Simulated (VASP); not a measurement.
# NiO (Fm-3m) in VASP: phonons with PBE+U

Aim: the phonons of NiO with PBE+U.

Program: VASP 6.6.1. These are calculated values, not measurements. Logs are shortened: lines on timing, memory, paths and dates and some standing lists are left out, and cuts for length are marked.

## 1. The cell of the first run

The structure is cubic, space group Fm-3m (No. 225). The conventional cell has a = 4.170 Å, b = 4.170 Å, c = 4.170 Å, α = 90.00°, β = 90.00°, γ = 90.00°. Ni (site symmetry m-3m) has 6 O at 2.08 Å within 2.8 Å. Within 2.8 Å of O (site symmetry m-3m) lie 6 Ni at 2.08 Å.

## 2. Phonons, PBE+U, collinear spin, antiferromagnetic start

INCAR

```
  PREC = Accurate
  ENCUT = 520
  EDIFF = 1E-8
  ISMEAR = -1
  SIGMA = 0.05
  LREAL = False
  LASPH = True
  NELM = 150
  ALGO = Normal
  ISIF = 2
  LWAVE = False
  LCHARG = False
  ISPIN = 2
  MAGMOM = 1.7 -1.7 0 0
  LORBIT = 11
  LMAXMIX = 4
  LDAU = True
  LDAUTYPE = 2
  LDAUL = 2 -1
  LDAUU = 5.3 0
  LDAUJ = 0 0
  LDAUPRINT = 1
  GGA = PE
  NBANDS = 28
  IBRION = 6
  NFREE = 2
  POTIM = 0.015
  NSW = 1
```

KPOINTS

```
Automatic mesh
0
Gamma
  4 4 4
```

POSCAR

```
NiO
1.0
    4.1700000000      2.0850000000      2.0850000000
    2.0850000000      4.1700000000      2.0850000000
    2.0850000000      2.0850000000      4.1700000000
Ni O
2 2
Direct
    0.0000000000      0.0000000000      0.0000000000
    0.5000000000      0.5000000000      0.5000000000
    0.2500000000      0.2500000000      0.2500000000
    0.7500000000      0.7500000000      0.7500000000
```

Potentials or basis: VASP PAW PBE potentials, release 64 (Ni, O).

On the command line:

```console
cat potpaw_PBE.64/Ni/POTCAR potpaw_PBE.64/O/POTCAR > POTCAR
mpirun -np 1 vasp_std > vasp.out
```

OUTCAR:

```text
PREC = Accurate
   ENCUT = 520
   EDIFF = 1E-8
   ISMEAR = -1
   LREAL = False
   LASPH = True
   NELM = 150
   ISIF = 2
   ISPIN = 2
   LORBIT = 11
   GGA = PE
   IBRION = 6
   NFREE = 2
   POTIM = 0.015
   NSW = 1

 ion  position               nearest neighbor table
   1  0.000  0.000  0.000-   4 2.08   4 2.08   4 2.08   3 2.08   3 2.08   3 2.08   2 2.95   2 2.95
                             2 2.95   2 2.95   2 2.95   2 2.95
   2  0.500  0.500  0.500-   3 2.08   3 2.08   3 2.08   4 2.08   4 2.08   4 2.08   1 2.95   1 2.95
                             1 2.95   1 2.95   1 2.95   1 2.95
   3  0.250  0.250  0.250-   1 2.08   1 2.08   1 2.08   2 2.08   2 2.08   2 2.08
   4  0.750  0.750  0.750-   2 2.08   2 2.08   2 2.08   1 2.08   1 2.08   1 2.08

  LATTYP: Found a trigonal (rhomboedric) cell.
 ALAT       =     5.1071861137
 COS(alpha) =     0.8333333333

  Lattice vectors:

 A1 = (   4.1700000000,   2.0850000000,   2.0850000000)
 A2 = (   2.0850000000,   4.1700000000,   2.0850000000)
 A3 = (   2.0850000000,   2.0850000000,   4.1700000000)

Analysis of symmetry for initial positions (statically):
=====================================================================
 Subroutine PRICEL returns following result:

  LATTYP: Found a face centered cubic cell.
 ALAT       =     4.1700000000
[... 12 lines left out ...]
 Subroutine GETGRP returns: Found 12 space group operations
 (whereof 12 operations were pure point group operations)
 out of a pool of 12 trial point group operations.

The static configuration has the point symmetry D_3d.

Analysis of symmetry for dynamics (positions and initial velocities):
=====================================================================
 Subroutine PRICEL returns following result:

  LATTYP: Found a face centered cubic cell.
 ALAT       =     4.1700000000
[... 12 lines left out ...]
 Subroutine GETGRP returns: Found 12 space group operations
 (whereof 12 operations were pure point group operations)
 out of a pool of 12 trial point group operations.

The dynamic configuration has the point symmetry D_3d.

Analysis of structural, dynamic, and magnetic symmetry:
=====================================================================
 Subroutine PRICEL returns following result:

  LATTYP: Found a face centered cubic cell.
 ALAT       =     4.1700000000
[... 12 lines left out ...]
 Subroutine GETGRP returns: Found 12 space group operations
 (whereof 12 operations were pure point group operations)
 out of a pool of 12 trial point group operations.

The overall configuration has the point symmetry D_3d.

 Subroutine INISYM returns: Found 12 space group operations
 (whereof 12 operations are pure point group operations),
 and found     2 'primitive' translations

----------------------------------------------------------------------------------------

                                     Primitive cell

  volume of cell :      18.1279

  direct lattice vectors                    reciprocal lattice vectors
     0.000000000 -2.085000000  2.085000000     0.239808153 -0.239808153  0.239808153
    -2.085000000  0.000000000  2.085000000    -0.239808153  0.239808153  0.239808153
    -2.085000000 -2.085000000  0.000000000    -0.239808153 -0.239808153 -0.239808153

  length of vectors
     2.948635278  2.948635278  2.948635278     0.415359906  0.415359906  0.415359906

  position of ions in fractional coordinates (direct lattice)
     0.000000000  0.000000000  0.000000000
     0.500000000  0.500000000  0.500000000
[... 299 lines left out ...]
  o =  0.9811  v =  0.0839  0.9929 -0.0006  0.0839  0.0011  0.0000  0.0000  0.0000  0.0000  0.0000      0.0000  0.0000  0.0000  0.0000  0.0000  0.0000  0.0000  0.0000  0.0000  0.0000
  o =  1.0253  v =  0.0009  0.0011  0.5000  0.0009 -0.8660  0.0000  0.0000  0.0000  0.0000  0.0000      0.0000  0.0000  0.0000  0.0000  0.0000  0.0000  0.0000  0.0000  0.0000  0.0000
  o =  1.0263  v = -0.0039  0.0000  0.8660  0.0039  0.5000  0.0000  0.0000  0.0000  0.0000  0.0000      0.0000  0.0000  0.0000  0.0000  0.0000  0.0000  0.0000  0.0000  0.0000  0.0000

atom =   2  type =  1  l = 2

 onsite density matrix

spin component  1

  0.9789 -0.0000 -0.0008  0.0000 -0.0026
 -0.0000  0.9787  0.0000 -0.0000 -0.0001
 -0.0008  0.0000  0.1712  0.0026 -0.0011
  0.0000 -0.0000  0.0026  0.9789 -0.0006
 -0.0026 -0.0001 -0.0011 -0.0006  0.1725

spin component  2

  0.9812 -0.0000  0.0000  0.0000  0.0001
 -0.0000  0.9810  0.0000 -0.0000 -0.0000
  0.0000  0.0000  1.0263 -0.0001 -0.0004
  0.0000 -0.0000 -0.0001  0.9812  0.0000
  0.0001 -0.0000 -0.0004  0.0000  1.0268

 occupancies and eigenvectors

  o =  0.1705  v =  0.0025 -0.0000  0.8660 -0.0025  0.5000  0.0000  0.0000  0.0000  0.0000  0.0000      0.0000  0.0000  0.0000  0.0000  0.0000  0.0000  0.0000  0.0000  0.0000  0.0000
  o =  0.1732  v = -0.0023 -0.0001  0.5000 -0.0023 -0.8660  0.0000  0.0000  0.0000  0.0000  0.0000      0.0000  0.0000  0.0000  0.0000  0.0000  0.0000  0.0000  0.0000  0.0000  0.0000
  o =  0.9787  v = -0.0678 -0.9954 -0.0002 -0.0678  0.0004  0.0000  0.0000  0.0000  0.0000  0.0000      0.0000  0.0000  0.0000  0.0000  0.0000  0.0000  0.0000  0.0000  0.0000  0.0000
  o =  0.9789  v =  0.7071  0.0000 -0.0030 -0.7071 -0.0017  0.0000  0.0000  0.0000  0.0000  0.0000      0.0000  0.0000  0.0000  0.0000  0.0000  0.0000  0.0000  0.0000  0.0000  0.0000
  o =  0.9789  v = -0.7038  0.0958 -0.0016 -0.7038  0.0028  0.0000  0.0000  0.0000  0.0000  0.0000      0.0000  0.0000  0.0000  0.0000  0.0000  0.0000  0.0000  0.0000  0.0000  0.0000
  o =  0.9810  v =  0.0000  0.0000  0.0000  0.0000  0.0000 -0.1088 -0.9881  0.0004 -0.1088 -0.0007      0.0000  0.0000  0.0000  0.0000  0.0000  0.0000  0.0000  0.0000  0.0000  0.0000
  o =  0.9812  v =  0.0000  0.0000  0.0000  0.0000  0.0000  0.7071  0.0000 -0.0023 -0.7071 -0.0013      0.0000  0.0000  0.0000  0.0000  0.0000  0.0000  0.0000  0.0000  0.0000  0.0000
  o =  0.9812  v =  0.0000  0.0000  0.0000  0.0000  0.0000  0.6987 -0.1538  0.0015  0.6987 -0.0027      0.0000  0.0000  0.0000  0.0000  0.0000  0.0000  0.0000  0.0000  0.0000  0.0000
  o =  1.0261  v =  0.0000  0.0000  0.0000  0.0000  0.0000  0.0019 -0.0000  0.8660 -0.0019  0.5000      0.0000  0.0000  0.0000  0.0000  0.0000  0.0000  0.0000  0.0000  0.0000  0.0000
  o =  1.0271  v =  0.0000  0.0000  0.0000  0.0000  0.0000 -0.0021  0.0012  0.5000 -0.0021 -0.8660      0.0000  0.0000  0.0000  0.0000  0.0000  0.0000  0.0000  0.0000  0.0000  0.0000

--------------------------------------- Ionic step        5  -------------------------------------------

 number of electron      32.0000012 magnetization      -0.0000000

 Free energy of the ion-electron system (eV)
  ---------------------------------------------------
  ext. energy  EPLUGINS =         0.00000000
  ---------------------------------------------------
  free energy    TOTEN  =       -20.75664857 eV

  energy without entropy =      -20.75664857  energy(sigma->0) =      -20.75664857

 E-fermi :   7.5393     XC(G=0): -12.6746

 val. band max:        6.4625397303   @ k =   0.5000   0.5000   0.5000
 cond. band min:       9.7140142127   @ k =   0.2500   0.5000   0.2500
 fundamental gap:      3.2514744824
 Fermi energy:         7.5393330911

 spin component 1

 k-point     1 :       0.0000    0.0000    0.0000
  band No.  band energies     occupation
      1     -11.9836      1.00000
      2     -10.5286      1.00000
      3      -0.5218      1.00000
      4       0.6172      1.00000
      5       0.6306      1.00000
      6       2.6361      1.00000
[... 733 lines left out ...]
     27      26.3943      0.00000
     28      26.5559      0.00000
 Fermi energy:         7.5393330911

 spin component 2

 k-point     1 :       0.0000    0.0000    0.0000
  band No.  band energies     occupation
      1     -11.9837      1.00000
      2     -10.5284      1.00000
      3      -0.5218      1.00000
      4       0.6134      1.00000
      5       0.6277      1.00000
      6       2.6578      1.00000
[... 764 lines left out ...]
  FREE ENERGIE OF THE ION-ELECTRON SYSTEM (eV)
  ---------------------------------------------------
  free  energy   TOTEN  =       -20.7566485694 eV

  energy  without entropy=      -20.7566485694  energy(sigma->0) =      -20.75664857

 INTERNAL STRAIN TENSORS FROM DISPLACED ATOMS
 ============================================

 INTERNAL STRAIN TENSOR FOR ION    1 for displacements in x,y,z  (eV/Angst):
          X           Y           Z          XY          YZ          ZX
  --------------------------------------------------------------------------------
  x     0.00000     0.00000     0.00000     0.00000     0.00000     0.00000
  y     0.00000     0.00000     0.00000     0.00000     0.00000     0.00000
  z     0.00000     0.00000     0.00000     0.00000     0.00000     0.00000

 INTERNAL STRAIN TENSOR FOR ION    4 for displacements in x,y,z  (eV/Angst):
          X           Y           Z          XY          YZ          ZX
  --------------------------------------------------------------------------------
  x     0.00000     0.00000     0.00000     0.00000     0.00000     0.00000
  y     0.00000     0.00000     0.00000     0.00000     0.00000     0.00000
  z     0.00000     0.00000     0.00000     0.00000     0.00000     0.00000

 Eigenvectors and eigenvalues of the dynamical matrix
 ----------------------------------------------------

   1 f  =   15.973253 THz   100.362911 2PiTHz  532.810380 cm-1    66.060038 meV
             X         Y         Z           dx          dy          dz
      0.000000  0.000000  0.000000     0.000000    0.000000    0.000000
      4.170000  4.170000  4.170000     0.000000    0.000000    0.000000
      2.085000  2.085000  2.085000    -0.408248   -0.408248   -0.408248
      6.255000  6.255000  6.255000     0.408248    0.408248    0.408248
[... 71 lines left out ...]
  12 f/i=    0.009180 THz     0.057678 2PiTHz    0.306203 cm-1     0.037964 meV
             X         Y         Z           dx          dy          dz
      0.000000  0.000000  0.000000    -0.361732   -0.361732   -0.361732
      4.170000  4.170000  4.170000    -0.361732   -0.361732   -0.361732
      2.085000  2.085000  2.085000    -0.189253   -0.189253   -0.189253
      6.255000  6.255000  6.255000    -0.189253   -0.189253   -0.189253

 ELASTIC MODULI CONTR FROM IONIC RELAXATION (kBar)
 Direction    XX          YY          ZZ          XY          YZ          ZX
 --------------------------------------------------------------------------------
 XX           0.0000      0.0000      0.0000      0.0000      0.0000      0.0000
 YY           0.0000      0.0000      0.0000      0.0000      0.0000      0.0000
 ZZ           0.0000      0.0000      0.0000      0.0000      0.0000      0.0000
 XY           0.0000      0.0000      0.0000      0.0000      0.0000      0.0000
 YZ           0.0000      0.0000      0.0000      0.0000      0.0000      0.0000
 ZX           0.0000      0.0000      0.0000      0.0000      0.0000      0.0000
 --------------------------------------------------------------------------------

 total charge

# of ion       s       p       d       tot
------------------------------------------
    1        0.341   0.424   8.247   9.012
    2        0.341   0.424   8.247   9.012
    3        1.550   3.471   0.000   5.022
    4        1.550   3.471   0.000   5.022
--------------------------------------------------
tot          3.783   7.790  16.494  28.067

 magnetization (x)

# of ion       s       p       d       tot
------------------------------------------
    1       -0.003  -0.008   1.715   1.704
    2        0.003   0.008  -1.715  -1.704
    3        0.000   0.000   0.000   0.000
    4        0.000   0.000   0.000   0.000
--------------------------------------------------
tot          0.000   0.000  -0.000  -0.000
```

Run time: 6.1 min. Hardware: 1 thread of Intel Xeon Platinum 8375C at 2.90GHz (Ice Lake), shared host; peak memory 0.3 GiB.

Results:

```yaml
Net_moment: 0.00 μB per cell
Site_moments: Ni +1.70, -1.70; O +0.00 μB
Valence_electrons_inside_the_program's_atomic_spheres: Ni 9.01; O 5.02
Highest_phonon_frequency_at_Γ_LO-TO_splitting_left_out: 533 cm⁻¹
```

Phonon frequencies in cm⁻¹ (negative: imaginary):
```
              q point                                frequencies
(0.000, 0.000, 0.000)  0 0 0 197 197 318 332 332 369 380 380 533
```

Eigenvalues of the final occupation matrices:
| site | spin | trace | eigenvalues |
| --- | --- | --- | --- |
| site 1 d | 1 | 4.99 | 0.98 0.98 0.98 1.03 1.03 |
| site 1 d | 2 | 3.28 | 0.17 0.17 0.98 0.98 0.98 |
| site 2 d | 1 | 3.28 | 0.17 0.17 0.98 0.98 0.98 |
| site 2 d | 2 | 5.00 | 0.98 0.98 0.98 1.03 1.03 |

Caveat: the k points lie up to 0.62 Å⁻¹ apart; the cell wasn't relaxed at this level first, which shifts response properties.
